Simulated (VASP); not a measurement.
Here is a VASP 6.6.1 calculation.

File INCAR:

```
  PREC = Accurate
  ENCUT = 520
  EDIFF = 1E-7
  ISMEAR = -1
  SIGMA = 0.1
  LREAL = False
  LASPH = True
  NELM = 60
  ALGO = Normal
  ISIF = 2
  LWAVE = False
  LCHARG = True
  GGA = PE
  LELF = True
  LVHAR = True
  NBANDS = 19
```

File KPOINTS:

```
regular mesh
0
Gamma
  8 8 8
```

POSCAR

```
BaSi3
1.0
    4.4872196948      0.0000000000      0.0000000000
    0.0000000000      4.4872196948      0.0000000000
    0.0000000000      0.0000000000      4.4872196948
Ba Si
1 3
Direct
    0.0000000000      0.0000000000      0.0000000000
    0.0000000000      0.5000000000      0.5000000000
    0.5000000000      0.5000000000      0.0000000000
    0.5000000000      0.0000000000      0.5000000000
```

Potentials or basis: VASP PAW PBE potentials, release 64 (Ba_sv, Si).

Launch:

```console
$ cat potpaw_PBE.64/Ba_sv/POTCAR potpaw_PBE.64/Si/POTCAR > POTCAR
$ mpirun -np 1 vasp_std > vasp.out
```

**Question.** Predict the pressure.

**Answer.** 0.8 GPa.

**Question.** Predict the band gap on the k mesh.

**Answer.** Zero (band 11 reaches 6.98 eV, above the bottom of band 12 at 5.00 eV).

Caveat: spin-orbit coupling is left out, which moves the levels of the heavy elements.
